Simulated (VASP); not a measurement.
# Si16C (a cell with a defect) in VASP: single point with PBE+D3(BJ)

Aim: the single point of Si16C (a cell with a defect) with PBE+D3(BJ).

Everything below comes from runs of VASP 6.6.1. Logs are shortened: lines on timing, memory, paths and dates and some standing lists are left out, and cuts for length are marked.

## (1) The cell of the first run

The cell holds a defect, 17 atoms: a = 7.679 Å, b = 7.679 Å, c = 7.679 Å, α = 60.00°, β = 60.00°, γ = 60.00°.

## (2) Single point, PBE+D3(BJ), collinear spin

Input file INCAR:

```
  PREC = Accurate
  ENCUT = 520
  EDIFF = 1E-7
  ISMEAR = 0
  SIGMA = 0.02
  LREAL = Auto
  LASPH = True
  NELM = 150
  ALGO = Normal
  ISIF = 2
  LWAVE = False
  LCHARG = True
  ISPIN = 2
  MAGMOM = 0 0 0 0 0 0 0 0 0 0 0 0 0 0 0 0 1
  LORBIT = 11
  GGA = PE
  IVDW = 12
  LELF = True
  LVHAR = True
  NBANDS = 52
```

Input file KPOINTS:

```
Automatic mesh
0
Gamma
  2 2 2
```

Input file POSCAR:

```
Si16C
1.0
    0.0000000000      5.4300000000      5.4300000000
    5.4300000000      0.0000000000      5.4300000000
    5.4300000000      5.4300000000      0.0000000000
Si C
16 1
Direct
    0.0199969247     -0.0179651660      0.0206027214
    0.1523975755      0.0918582019      0.1530596427
   -0.0009601326     -0.0306414316      0.5491361265
    0.1361469964      0.1025127160      0.6471351103
    0.0185454097      0.4667752068      0.0192105144
    0.1351862150      0.6080211377      0.1358029984
    0.0108168038      0.4756398737      0.5092681033
    0.1213807854      0.6023629863      0.6451669501
    0.5484397773     -0.0305943450     -0.0002900891
    0.6465243325      0.1025264457      0.1367788529
    0.5040893727     -0.0116644011      0.5047143671
    0.5690935993      0.2062895709      0.5697901401
    0.5086395320      0.4756537492      0.0114527838
    0.6445012164      0.6024117399      0.1220219516
    0.4797971564      0.5634054772      0.4804591173
    0.6382800270      0.6132902090      0.6389176982
    0.7313753085      1.0635470294      0.7320446112
```

Potentials or basis: VASP PAW PBE potentials, release 64 (Si, C).

Started as:

```console
cat potpaw_PBE.64/Si/POTCAR potpaw_PBE.64/C/POTCAR > POTCAR
mpirun -np 1 vasp_std > vasp.out
```

OUTCAR:

```text
PREC = Accurate
   ENCUT = 520
   EDIFF = 1E-7
   ISMEAR = 0
   LREAL = Auto
   LASPH = True
   NELM = 150
   ISIF = 2
   ISPIN = 2
   LORBIT = 11
   GGA = PE
   IVDW = 12
 IVDW          = 12

 ion  position               nearest neighbor table
   1  0.020  0.982  0.021-   4 2.34  10 2.34   6 2.35   2 2.35
   2  0.152  0.092  0.153-   1 2.35   5 2.35   9 2.49   3 2.49
   3  0.999  0.969  0.549-  17 1.83   8 2.31   4 2.31   2 2.49  12 2.83
   4  0.136  0.103  0.647-  11 2.31   3 2.31   7 2.34   1 2.34
   5  0.019  0.467  0.019-   8 2.35  14 2.35   6 2.35   2 2.35
   6  0.135  0.608  0.136-  13 2.34   7 2.34   1 2.35   5 2.35
   7  0.011  0.476  0.509-  16 2.34   8 2.34   4 2.34   6 2.34
   8  0.121  0.602  0.645-   3 2.31  15 2.31   7 2.34   5 2.35
   9  0.548  0.969  1.000-  17 1.83  14 2.31  10 2.31   2 2.49  12 2.83
  10  0.647  0.103  0.137-  11 2.31   9 2.31  13 2.34   1 2.34
  11  0.504  0.988  0.505-  12 2.29  10 2.31   4 2.31  16 2.35
  12  0.569  0.206  0.570-  17 1.77  15 2.27  11 2.29   9 2.83   3 2.83
  13  0.509  0.476  0.011-  16 2.34  14 2.34  10 2.34   6 2.34
  14  0.645  0.602  0.122-   9 2.31  15 2.31  13 2.34   5 2.35
  15  0.480  0.563  0.480-  12 2.27   8 2.31  14 2.31  16 2.35
  16  0.638  0.613  0.639-  13 2.34   7 2.34  15 2.35  11 2.35
  17  0.731  0.064  0.732-  12 1.77   3 1.83   9 1.83

  LATTYP: Found a face centered cubic cell.
 ALAT       =    10.8600000000

  Lattice vectors:

 A1 = (   0.0000000000,   5.4300000000,   5.4300000000)
 A2 = (   5.4300000000,   0.0000000000,   5.4300000000)
 A3 = (   5.4300000000,   5.4300000000,   0.0000000000)

Analysis of symmetry for initial positions (statically):
=====================================================================
 Subroutine PRICEL returns:
 Original cell was already a primitive cell.

 Routine SETGRP: Setting up the symmetry group for a
 face centered cubic supercell.

 Subroutine GETGRP returns: Found  1 space group operations
 (whereof  1 operations were pure point group operations)
 out of a pool of 48 trial point group operations.

The static configuration has the point symmetry C_1 .

Analysis of symmetry for dynamics (positions and initial velocities):
=====================================================================
 Subroutine PRICEL returns:
 Original cell was already a primitive cell.

 Routine SETGRP: Setting up the symmetry group for a
 face centered cubic supercell.

 Subroutine GETGRP returns: Found  1 space group operations
 (whereof  1 operations were pure point group operations)
 out of a pool of 48 trial point group operations.

The dynamic configuration has the point symmetry C_1 .

Analysis of structural, dynamic, and magnetic symmetry:
=====================================================================
 Subroutine PRICEL returns:
 Original cell was already a primitive cell.

 Routine SETGRP: Setting up the symmetry group for a
 face centered cubic supercell.

 Subroutine GETGRP returns: Found  1 space group operations
 (whereof  1 operations were pure point group operations)
 out of a pool of 48 trial point group operations.

The overall configuration has the point symmetry C_1 .

 Subroutine INISYM returns: Found  1 space group operations
 (whereof  1 operations are pure point group operations),
 and found     1 'primitive' translations

----------------------------------------------------------------------------------------

                                     Primitive cell

  volume of cell :     320.2060

  direct lattice vectors                    reciprocal lattice vectors
     0.000000000  5.430000000  5.430000000    -0.092081031  0.092081031  0.092081031
     5.430000000  0.000000000  5.430000000     0.092081031 -0.092081031  0.092081031
     5.430000000  5.430000000  0.000000000     0.092081031  0.092081031 -0.092081031

  length of vectors
     7.679179644  7.679179644  7.679179644     0.159489025  0.159489025  0.159489025

  position of ions in fractional coordinates (direct lattice)
     0.019996925  0.982034834  0.020602721
     0.152397575  0.091858202  0.153059643
     0.999039867  0.969358568  0.549136127
     0.136146996  0.102512716  0.647135110
     0.018545410  0.466775207  0.019210514
[... 74 lines left out ...]
   ions per type =              16   1
   NGX,Y,Z   is equivalent  to a cutoff of  12.99, 12.99, 12.99 a.u.
   NGXF,Y,Z  is equivalent  to a cutoff of  25.98, 25.98, 25.98 a.u.
 SYSTEM =  unknown system
   PREC   = accura    normal or accurate (medium, high low for compatibility)
   ISTART =      0    job   : 0-new  1-cont  2-samecut
   ICHARG =      2    charge: 1-file 2-atom 10-const
   ISPIN  =      2    spin polarized calculation?
   LNONCOLLINEAR =      F non collinear calculations
   LSORBIT =      F    spin-orbit coupling
   LASPH  =      T    aspherical Exc in radial PAW
   ENCUT  =  520.0 eV  38.22 Ry    6.18 a.u.  14.28 14.28 14.28*2*pi/ulx,y,z
   NELM   =    150;   NELMIN=  2; NELMDL= -5     # of ELM steps
   EDIFF  = 0.1E-06   stopping-criterion for ELM
   LREAL  =      T    real-space projection
   EDIFFG = 0.1E-05   stopping-criterion for IOM
   NSW    =      0    number of steps for IOM
   IBRION =     -1    ionic relax: 0-MD 1-quasi-New 2-CG
   NFREE  =      0    steps in history (QN), initial steepest desc. (CG)
   ISIF   =      2    stress and relaxation
   ISYM   =      2    0-nonsym 1-usesym 2-fastsym
   POTIM  = 0.5000    time-step for ionic-motion
   TEBEG  =    0.0;   TEEND  =   0.0 temperature during run
   PSTRESS=    0.0 pullay stress
   NELECT =      68.0000    total number of electrons
   NUPDOWN=      -1.0000    fix difference up-down
   EMIN   =  10.00;   EMAX   =-10.00  energy-range for DOS
   EFERMI =   0.00;   METHOD = LEGACY
   ISMEAR =     0;   SIGMA  =   0.02  broadening in eV -4-tet -1-fermi 0-gaus
   EFERMI_NEDOS =   21; number of points for ismear=-14 and -15
   IALGO  =     38    algorithm
   IMIX   =      4    mixing-type and parameters
     AMIX     =   0.40;   BMIX     =  1.00
     AMIX_MAG =   1.60;   BMIX_MAG =  1.00
  volume/ion in A,a.u.               =      18.84       127.11
  Fermi-wavevector in a.u.,A,eV,Ry     =   0.976715  1.845724 12.979587  0.953973
  Thomas-Fermi vector in A             =   2.107356
   LORBIT       =     11    0 simple, 1 ext, 2 COOP (PROOUT), +10 PAW based schemes
   GGA     = PE    functional components
   LHFCALC =     F    Hartree Fock is set to
   AEXX    =    0.0000 exact exchange contribution
   IVDW    =    12    specifies the selected vdW correction
   LEPSILON=     F    determine dielectric tensor
   LRPA    =     F    only Hartree local field effects (RPA)
 spin polarized calculation
 Gauss-broadening in eV      SIGMA  =   0.02
  energy-cutoff  :      520.00
  volume of cell :      320.21
 maximum number of plane-waves:      8646
 NGX is ok and might be reduce to    60
   NGX = 29   NGY = 29   NGZ = 29

 number of electron      67.9999999 magnetization      -0.0000118

 number of electron      67.9999999 magnetization       0.0000031

 Free energy of the ion-electron system (eV)
  ---------------------------------------------------
  ext. energy  EPLUGINS =         0.00000000
  ---------------------------------------------------
  free energy    TOTEN  =       -91.10948673 eV

  energy without entropy =      -91.10948646  energy(sigma->0) =      -91.10948660

 E-fermi :   6.3284     XC(G=0):  -9.5585

 val. band max:        6.2675882906   @ k =   0.0000   0.5000   0.0000
 cond. band min:       6.3892132085   @ k =   0.0000   0.0000   0.0000
 fundamental gap:      0.1216249179
 Fermi energy:         6.3284003413

 spin component 1

 k-point     1 :       0.0000    0.0000    0.0000
  band No.  band energies     occupation
      1      -7.0548      1.00000
      2      -5.3196      1.00000
      3      -3.8587      1.00000
      4      -3.8222      1.00000
      5      -3.7147      1.00000
      6      -2.9326      1.00000
[... 381 lines left out ...]
     45      10.2894      0.00000
     46      10.4032      0.00000
 Fermi energy:         6.3284003413

 spin component 2

 k-point     1 :       0.0000    0.0000    0.0000
  band No.  band energies     occupation
      1      -7.0548      1.00000
      2      -5.3196      1.00000
      3      -3.8587      1.00000
      4      -3.8222      1.00000
      5      -3.7147      1.00000
      6      -2.9326      1.00000
[... 381 lines left out ...]
     45      10.2894      0.00000
     46      10.4032      0.00000
 [bands above 46 left out]

------------------------ aborting loop because EDIFF is reached ----------------------------------------

 Edisp (eV)   -5.32898

 E8    (eV) :    -2.1876

  FORCE on cell =-STRESS in cart. coord.  units (eV):
  Direction    XX          YY          ZZ          XY          YZ          ZX
  --------------------------------------------------------------------------------------
  -------------------------------------------------------------------------------------
  Total       0.30295     8.39512     0.30751    -0.22392    -0.22442     1.92226
  in kB       1.51586    42.00566     1.53865    -1.12042    -1.12288     9.61821
  external pressure =       15.02 kB  Pullay stress =        0.00 kB

 VOLUME and BASIS-vectors are now :
 -----------------------------------------------------------------------------
  energy-cutoff  :      520.00
  volume of cell :      320.21
      direct lattice vectors                 reciprocal lattice vectors
     0.000000000  5.430000000  5.430000000    -0.092081031  0.092081031  0.092081031
     5.430000000  0.000000000  5.430000000     0.092081031 -0.092081031  0.092081031
     5.430000000  5.430000000  0.000000000     0.092081031  0.092081031 -0.092081031

 POSITION                                       TOTAL-FORCE (eV/Angst)
 -----------------------------------------------------------------------------------
      5.44432      0.22046      5.44103         0.000506     -0.000275     -0.000045
      1.32990      1.65863      1.32631        -0.002686     -0.001315     -0.004175
      8.24543      8.40660     10.68840         0.002537     -0.000606      0.000668
      4.07059      4.25322      1.29592        -0.003734      0.000410     -0.001686
      2.63890      0.20501      2.63529         0.003233     -0.003759      0.003514
      4.03897      1.47147      4.03562        -0.002634     -0.000390     -0.003060
[... 9 lines left out ...]
      6.79949      6.93518      6.79603         0.000543     -0.005811      0.000285
      4.32006      7.94637      4.31643        -0.000876      0.018604     -0.000077
 -----------------------------------------------------------------------------------
    total drift:                               -0.002461      0.007446     -0.002618

  FREE ENERGIE OF THE ION-ELECTRON SYSTEM (eV)
  ---------------------------------------------------
  free  energy   TOTEN  =       -96.4384694213 eV

  energy  without entropy=      -96.4384691491  energy(sigma->0) =      -96.43846929

 total charge

# of ion       s       p       d       tot
------------------------------------------
    1        0.739   0.959   0.000   1.698
    2        0.751   0.897   0.000   1.649
    3        0.749   0.921   0.000   1.670
    4        0.753   0.952   0.000   1.705
    5        0.741   0.953   0.000   1.694
    6        0.738   0.962   0.000   1.699
[... 9 lines left out ...]
   16        0.741   0.946   0.000   1.687
   17        0.884   1.603   0.000   2.487
--------------------------------------------------
tot         12.872  16.766   0.000  29.638

 magnetization (x)

# of ion       s       p       d       tot
------------------------------------------
    1        0.000   0.000   0.000   0.000
    2        0.000   0.000   0.000   0.000
    3       -0.000  -0.000   0.000  -0.000
    4       -0.000  -0.000   0.000  -0.000
    5        0.000  -0.000   0.000   0.000
    6        0.000   0.000   0.000   0.000
[... 9 lines left out ...]
   16        0.000   0.000   0.000   0.000
   17       -0.000  -0.000   0.000  -0.000
--------------------------------------------------
tot          0.000  -0.000   0.000  -0.000
```

Wall time 12 min (1 thread of Oxide Virtual Turin-like, shared host); peak memory 0.68 GiB.

What came out:

```
Free energy                                           : -96.4385 eV
Pressure                                              : 1.5 GPa
Largest force                                         : 0.028 eV/Å
Band gap on the k mesh                                : zero (filled and empty bands overlap)
Net moment                                            : 0.00 μB per cell
Valence electrons inside the program's atomic spheres : Si 1.70, 1.65, 1.67, 1.71, 1.69, 1.73 (each value once); C 2.49
Dispersion energy per atom                            : -0.313 eV
```

Forces on the atoms (eV/Å):
```
Si   0.001  0.000  0.000
Si  -0.003 -0.001 -0.004
Si   0.003 -0.001  0.001
Si  -0.004  0.000 -0.002
Si   0.003 -0.004  0.004
Si  -0.003  0.000 -0.003
Si   0.003  0.002  0.002
Si   0.000  0.001  0.003
Si  -0.001  0.001  0.003
Si  -0.003  0.000 -0.005
Si   0.019  0.007  0.018
Si  -0.013 -0.022 -0.012
Si   0.001  0.002  0.003
Si   0.004  0.002 -0.001
Si  -0.006 -0.001 -0.007
Si   0.001 -0.006  0.000
C   -0.001  0.019  0.000
```

Stress tensor (GPa, compression positive):
```
 0.15 -0.11  0.96
-0.11  4.20 -0.11
 0.96 -0.11  0.15
```

Levels at points of the mesh, in eV from the Fermi level:
Spin up:
| k point | band 31 | band 32 | band 33 | band 34 | band 35 | band 36 | band 37 | band 38 |
| --- | --- | --- | --- | --- | --- | --- | --- | --- |
| (0.00, 0.00, 0.00) | -1.20 | -0.78 | -0.49 | -0.47 | -0.38 | 0.06 | 0.33 | 0.54 |
| (0.50, 0.00, 0.00) | -1.38 | -1.27 | -0.98 | -0.21 | 0.70 | 0.73 | 1.07 | 1.13 |
| (0.00, 0.50, 0.00) | -1.27 | -1.27 | -0.96 | -0.06 | 0.56 | 0.67 | 0.96 | 1.13 |
| (0.00, 0.00, 0.50) | -1.38 | -1.27 | -0.99 | -0.21 | 0.70 | 0.73 | 1.07 | 1.13 |
| (0.50, 0.50, 0.50) | -1.20 | -1.18 | -1.09 | -0.12 | 0.60 | 0.73 | 1.03 | 1.07 |
| (0.50, 0.50, 0.00) | -1.79 | -1.67 | -0.98 | -0.84 | 0.85 | 1.14 | 1.40 | 1.92 |
| (0.00, 0.50, 0.50) | -1.79 | -1.67 | -0.98 | -0.84 | 0.85 | 1.14 | 1.40 | 1.92 |
| (0.50, 0.00, 0.50) | -1.78 | -1.72 | -1.11 | 0.30 | 0.53 | 0.99 | 1.45 | 1.78 |
Spin down:
```tsv
k point	band 30	band 31	band 32	band 33	band 34	band 35	band 36	band 37	band 38	band 39
(0.00, 0.00, 0.00)	-1.38	-1.20	-0.78	-0.49	-0.47	-0.38	0.06	0.33	0.54	0.67
(0.50, 0.00, 0.00)	-1.56	-1.38	-1.27	-0.98	-0.21	0.70	0.73	1.07	1.13	1.21
(0.00, 0.50, 0.00)	-1.70	-1.27	-1.27	-0.96	-0.06	0.56	0.67	0.96	1.13	1.23
(0.00, 0.00, 0.50)	-1.56	-1.38	-1.27	-0.99	-0.21	0.70	0.73	1.07	1.13	1.21
(0.50, 0.50, 0.50)	-1.73	-1.20	-1.18	-1.09	-0.12	0.60	0.73	1.03	1.07	1.27
(0.50, 0.50, 0.00)	-1.86	-1.79	-1.67	-0.98	-0.84	0.85	1.14	1.40	1.92	2.08
(0.00, 0.50, 0.50)	-1.86	-1.79	-1.67	-0.98	-0.84	0.85	1.14	1.40	1.92	2.08
(0.50, 0.00, 0.50)	-1.81	-1.78	-1.72	-1.11	0.30	0.53	0.99	1.45	1.78	1.81
```

Caveat: the k points lie up to 0.50 Å⁻¹ apart, too coarse for converged energies and pressures of a metal.

The gap in the log of VASP goes by the Fermi energy; the results here count the filled bands.